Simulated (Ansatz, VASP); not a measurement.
Two plane-wave programs on IrO

The input POSCAR:

```
IrO
1.0
    2.8224573257      0.0000000000      0.0000000000
    0.0000000000      2.8224573257      0.0000000000
    0.0000000000      0.0000000000      5.6449146514
Ir O
2 2
Direct
    1.0000000000      1.0000000000      1.0000000000
    1.0000000000      1.0000000000      0.5000000000
    0.5000000000      0.5000000000      0.2500000000
    0.5000000000      0.5000000000      0.7500000000
```

The input INCAR.step1:

```
SYSTEM = IrO
PREC = Accurate
ENCUT = 520
ISMEAR = 0
SIGMA = 0.1
LREAL = .False.
LASPH = .True.
NELM = 150
ISPIN = 2
MAGMOM = 1 -1 0 0
LMAXMIX = 4
NBANDS = 27
GGA = PE
ALGO = Normal
EDIFF = 1E-4
LWAVE = .True.
LCHARG = .False.
```

The input INCAR.step2:

```
SYSTEM = IrO
PREC = Accurate
ENCUT = 520
EDIFF = 1E-7
ISMEAR = 0
SIGMA = 0.1
LREAL = .False.
LASPH = .True.
NELM = 150
ALGO = Normal
ISIF = 2
LWAVE = .False.
LCHARG = .True.
ISPIN = 2
MAGMOM = 1 -1 0 0
LORBIT = 11
LMAXMIX = 4
METAGGA = R2SCAN
LMIXTAU = .True.
LELF = .True.
LVHAR = .True.
NBANDS = 27
ISTART = 1
```

File KPOINTS:

```
Automatic mesh
0
Gamma
  16 16 8
  0 0 0
```

Input for Ansatz:

```yaml
crystal:
  lattice:
    - [2.8224573257, 0.0, 0.0]
    - [0.0, 2.8224573257, 0.0]
    - [0.0, 0.0, 5.6449146514]
  atoms:
    - { symbol: Ir, position: [1.0, 1.0, 1.0], spin: 1.0 }
    - { symbol: O, position: [0.5, 0.5, 0.25] }
    - { symbol: Ir, position: [1.0, 1.0, 0.5], spin: -1.0 }
    - { symbol: O, position: [0.5, 0.5, 0.75] }
basis:
  ecutwfc: 500
kpoints:
  mp_grid: { grid: [16, 16, 8] }
hamiltonian:
  xc: r2scan
scf:
  occupations: { method: gaussian, width: 0.1 }
output:
  forces: true
  stress: true
  eigenvalues: true
  populations: true
  write_density: true
  write_potential: true
  elf: true
  volumetric_format: npy
magnetization:
  spin_polarized: true
```

Alike in both runs: task single point; functional r2SCAN; k mesh 16 × 16 × 8; occupations gaussian, width 0.1 eV; collinear spin.

```csv
,VASP,Ansatz
version,VASP 6.6.1,Ansatz 0.2.0
potentials or method,"VASP PAW PBE potentials, release 64 (Ir, O), cutoff 520 eV","scalar-relativistic, plane waves, PAW"
valence electrons in the cell,30,46
```

|  | VASP | Ansatz | Ansatz less VASP |
| --- | --- | --- | --- |
| gap on the k mesh at the Fermi level (eV) | none | none | - |
| pressure (GPa) | -8.5 | -3.4 | +5.14 |
| net moment per atom (μB) | 0.00 | 0.00 | 0.000 |
| size of the moment on the site where the two differ most (μB) | 0.00 | 1.37 | +1.369 |

VASP's potentials were made for PBE, not for r2SCAN. Site moments also hang on the region over which each program counts them. A gap of «none» marks a metal or a gap that the smearing closes. VASP's potentials hold 30 valence electrons a cell and Ansatz's 46, so a difference there can come from the potentials and not from the codes. Ansatz's warnings: stability check not made.

Spin-orbit coupling is off throughout.
